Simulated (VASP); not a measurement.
# Au in VASP: a series of runs, part 2 of 2

VASP 6.6.1.

### 3 Single point, PBE

This run uses another cell than the first one.

The input, INCAR:

```
PREC = Accurate
ENCUT = 520
EDIFF = 1E-7
ISMEAR = 0
SIGMA = 0.05
LREAL = F
LASPH = T
NELM = 80
ALGO = Normal
ISIF = 2
LWAVE = F
LCHARG = F
GGA = PE
NBANDS = 36
```

The input, KPOINTS:

```
regular mesh
0
Gamma
  1 1 13
```

The input, POSCAR:

```
Au
1.0
   13.2000000000      0.0000000000      0.0000000000
    0.0000000000     13.5000000000      0.0000000000
    0.0000000000      0.0000000000      4.1581133030
Au
5
Direct
    0.5000000000      0.5000000000      0.0000000000
    0.5000000000      0.3459958036      0.5000000000
    0.5000000000      0.6540041964      0.5000000000
    0.3424957082      0.5000000000      0.5000000000
    0.6575042918      0.5000000000      0.5000000000
```

Potentials or basis: VASP PAW PBE potentials, release 64 (Au).

Launch:

```bash
$ cat potpaw_PBE.64/Au/POTCAR > POTCAR
$ mpirun -np 1 vasp_std > vasp.out
```

OUTCAR:

```text
PREC = Accurate
   ENCUT = 520
   EDIFF = 1E-7
   ISMEAR = 0
   LREAL = F
   LASPH = T
   NELM = 80
   ISIF = 2
   GGA = PE

 ion  position               nearest neighbor table
   1  0.500  0.500  0.000-   2 2.94   3 2.94   2 2.94   3 2.94   4 2.94   5 2.94   4 2.94   5 2.94

   2  0.500  0.346  0.500-   1 2.94   1 2.94   5 2.94   4 2.94
   3  0.500  0.654  0.500-   1 2.94   1 2.94   5 2.94   4 2.94
   4  0.342  0.500  0.500-   2 2.94   3 2.94   1 2.94   1 2.94
[... 460 lines left out ...]
  --------------------------------------------------------------------------------------
  -------------------------------------------------------------------------------------
  Total       -5.2416475     -5.2473259     -7.7970387      0.0000000      0.0000000      0.0000000
  in kB      -11.3337694    -11.3460476    -16.8591724      0.0000000      0.0000000      0.0000000
  external PRESSURE =     -13.1796631 kB  Pullay stress =       0.0000000 kB

 VOLUME and BASIS-vectors are now :
 -----------------------------------------------------------------------------
  energy-cutoff  :      520.00
  volume of cell :      740.98
      direct lattice vectors                 reciprocal lattice vectors
    13.200000000  0.000000000  0.000000000     0.075757576  0.000000000  0.000000000
     0.000000000 13.500000000  0.000000000     0.000000000  0.074074074  0.000000000
     0.000000000  0.000000000  4.158113303     0.000000000  0.000000000  0.240493687

 POSITION                                       TOTAL-FORCE (eV/Angst)
 -----------------------------------------------------------------------------------
      6.60000      6.75000      0.00000         0.000000      0.000000      0.000000
      6.60000      4.67094      2.07906         0.000000      1.247948      0.000000
      6.60000      8.82906      2.07906         0.000000     -1.247948      0.000000
      4.52094      6.75000      2.07906         1.248086     -0.000000      0.000000
      8.67906      6.75000      2.07906        -1.248086      0.000000     -0.000000
 -----------------------------------------------------------------------------------
    total drift:                                0.000000      0.000000      0.000000

  FREE ENERGIE OF THE ION-ELECTRON SYSTEM (eV)
  ---------------------------------------------------
  free  energy   TOTEN  =       -10.4654654671 eV

  energy  without entropy=      -10.4619941734  energy(sigma->0) =      -10.46372982
```

stdout:

```text
POSCAR found type information on POSCAR Au
 POSCAR found :  1 types and       5 ions
 scaLAPACK will be used
 LDA part: xc-table for (Slater+PW92), standard interpolation
 POSCAR, INCAR and KPOINTS ok, starting setup
 FFT: planning ... GRIDC
 FFT: planning ... GRID_SOFT
 FFT: planning ... GRID
 WAVECAR not read
 entering main loop
```

It took 4 min on 1 thread of AMD EPYC 7R13 (Zen 3), shared host; peak memory 0.66 GiB.

What came out:

| Item | Value |
| --- | --- |
| Free energy | -10.4655 eV |
| Largest force | 1.248 eV/Å |
| Band gap on the k mesh | zero (an odd number of electrons rules out a gap without spin polarisation) |

Forces on the atoms (eV/Å):
```
Au   0.000  0.000  0.000
Au   0.000  1.248  0.000
Au   0.000 -1.248  0.000
Au   1.248  0.000  0.000
Au  -1.248  0.000  0.000
```

Levels at points of the mesh, in eV from the Fermi level:
| k point | band 24 | band 25 | band 26 | band 27 | band 28 | band 29 | band 30 | band 31 | band 32 | band 33 |
| --- | --- | --- | --- | --- | --- | --- | --- | --- | --- | --- |
| (0.00, 0.00, 0.00) | -1.30 | -1.21 | -1.21 | -0.83 | -0.83 | 0.95 | 1.70 | 3.07 | 4.08 | 4.09 |

Caveat: spin-orbit coupling is left out, which moves the levels of the heavy elements.

### 4 Single point, PBE

This run uses another cell than the first one: it holds 18 atoms, not 5.

The input, INCAR:

```
PREC = Accurate
ENCUT = 520
EDIFF = 1E-6
ISMEAR = 0
SIGMA = 0.05
LREAL = Auto
LASPH = True
NELM = 80
ALGO = Fast
ISIF = 2
LWAVE = False
LCHARG = True
GGA = PE
LELF = True
LVHAR = True
NBANDS = 114
```

The input, KPOINTS:

```
Automatic mesh
0
Gamma
  1 1 18
```

The input, POSCAR:

```
Au
1.0
   17.8000000000      0.0000000000      0.0000000000
    0.0000000000     17.6000000000      0.0000000000
    0.0000000000      0.0000000000      2.9402301135
Au
18
Direct
    0.2522277994      0.7362564377      0.0000000000
    0.2522277994      0.5000000000      0.0000000000
    0.2522277994      0.2637435623      0.0000000000
    0.5825907335      0.7362564377      0.0000000000
    0.5825907335      0.5000000000      0.0000000000
    0.5825907335      0.2637435623      0.0000000000
    0.5000000000      0.6181282188      0.5000000000
    0.5000000000      0.3818717812      0.5000000000
    0.3348185330      0.6181282188      0.5000000000
    0.3348185330      0.3818717812      0.5000000000
    0.6651814670      0.6181282188      0.5000000000
    0.6651814670      0.3818717812      0.5000000000
    0.4174092665      0.7362564377      0.0000000000
    0.4174092665      0.5000000000      0.0000000000
    0.4174092665      0.2637435623      0.0000000000
    0.7477722006      0.7362564377      0.0000000000
    0.7477722006      0.5000000000      0.0000000000
    0.7477722006      0.2637435623      0.0000000000
```

Launch:

```bash
$ cat potpaw_PBE.64/Au/POTCAR > POTCAR
$ mpirun -np 1 vasp_std > vasp.out
```

Run time: 49 min. Hardware: 1 thread of Oxide Virtual Turin-like, shared host; peak memory 1.3 GiB.

The run converged. Its results:

```
Free energy            : -50.7680 eV
Largest force          : 0.725 eV/Å
Band gap on the k mesh : zero (bands 99 and 100 overlap by 2.82 eV)
```

Forces on the atoms (eV/Å):
```
Au   0.625 -0.368  0.000
Au   0.433  0.000  0.000
Au   0.625  0.368  0.000
Au  -0.140 -0.180  0.000
Au   0.016  0.000  0.000
Au  -0.140  0.180  0.000
Au   0.000  0.079  0.000
Au   0.000 -0.079  0.000
Au  -0.475  0.138  0.000
Au  -0.475 -0.138  0.000
Au   0.475  0.138  0.000
Au   0.475 -0.138  0.000
Au   0.140 -0.180  0.000
Au  -0.016  0.000  0.000
Au   0.140  0.180  0.000
Au  -0.625 -0.368  0.000
Au  -0.433  0.000  0.000
Au  -0.625  0.368  0.000
```

Levels at points of the mesh, in eV from the Fermi level:
| k point | band 96 | band 97 | band 98 | band 99 | band 100 | band 101 | band 102 | band 103 | band 104 | band 105 |
| --- | --- | --- | --- | --- | --- | --- | --- | --- | --- | --- |
| (0.00, 0.00, 0.00) | -1.67 | -1.64 | -1.59 | -1.54 | -1.49 | -1.00 | -0.93 | -0.15 | 0.36 | 0.36 |
| (0.00, 0.00, 0.50) | 0.63 | 0.78 | 1.33 | 1.34 | 1.45 | 1.64 | 2.21 | 2.27 | 2.35 | 2.36 |

Caveat: spin-orbit coupling is left out, which moves the levels of the heavy elements.

### 5 Summary

| cell | k mesh | gap on the mesh (eV) | largest force (eV/Å) |
| --- | --- | --- | --- |
| a = 13.200, b = 13.500, c = 2.716 Å, 5 atoms, atomic positions A | 1 × 1 × 13 | none | 0.01 |
| a = 13.200, b = 13.500, c = 4.158 Å, 5 atoms, atomic positions B | 1 × 1 × 13 | none | 1.25 |
| a = 17.800, b = 17.600, c = 2.940 Å, 18 atoms, atomic positions C | 1 × 1 × 18 | none | 0.72 |

Alike in all rows: task single point; level PBE; potentials or basis VASP PAW PBE potentials, release 64 (Au); no spin polarisation; cutoff (eV) 520; smearing gaussian 0.05 eV.

Caveats: spin-orbit coupling is left out, which moves the levels of the heavy elements.

Absolute energies hang on the potentials; compare differences alone.
